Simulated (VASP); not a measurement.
# SnTe: single point with r2SCAN

The system is SnTe.

```xyz
2
Lattice="0.0000 3.3195 3.3195 3.3195 0.0000 3.3195 3.3195 3.3195 0.0000" Properties=species:S:1:pos:R:3 pbc="T T T"
Sn    0.0000    0.0000    0.0000
Te    3.3195    3.3195    3.3195
```

This cell differs from its parent crystal: strain +4.1%.

```
Program                : VASP 6.6.1
Task                   : single point
Functional             : r2SCAN
Potentials or basis    : VASP PAW PBE potentials, release 64 (Sn_d, Te)
Cutoff                 : 520 eV
k mesh                 : 8 × 8 × 8
Occupations            : gaussian, width 0.01 eV
Spin                   : no spin polarisation
Dipole correction      : no
Further INCAR settings : ALGO = Normal; EDIFF = 1e-06; NBANDS = 17
```

The pressure is -4.2 GPa and the band gap on the k mesh is 0.46 eV, direct.

Levels at points of the mesh, in eV from the valence-band top:
```tsv
k point	band 8	band 9	band 10	band 11	band 12	band 13
(0.00, 0.00, 0.00)	-1.77	-1.77	-1.77	3.36	3.36	3.36
(0.50, 0.00, 0.00)	-1.44	-1.44	0.00	0.46	0.78	0.78
(0.50, 0.50, 0.00)	-4.62	-3.09	-3.09	3.18	4.62	4.62
```

Wall time 79 s on 1 thread of Intel(R) Xeon(R) Platinum 8559C (Emerald Rapids), on a shared host, peak memory 0.23 GiB.

Caveat: the cell differs from its parent crystal (strain +4.1%); the PAW data sets were made with another functional, which shifts forces and pressure a little; spin-orbit coupling is left out, which moves the levels of the heavy elements. A k mesh can miss the band edges.
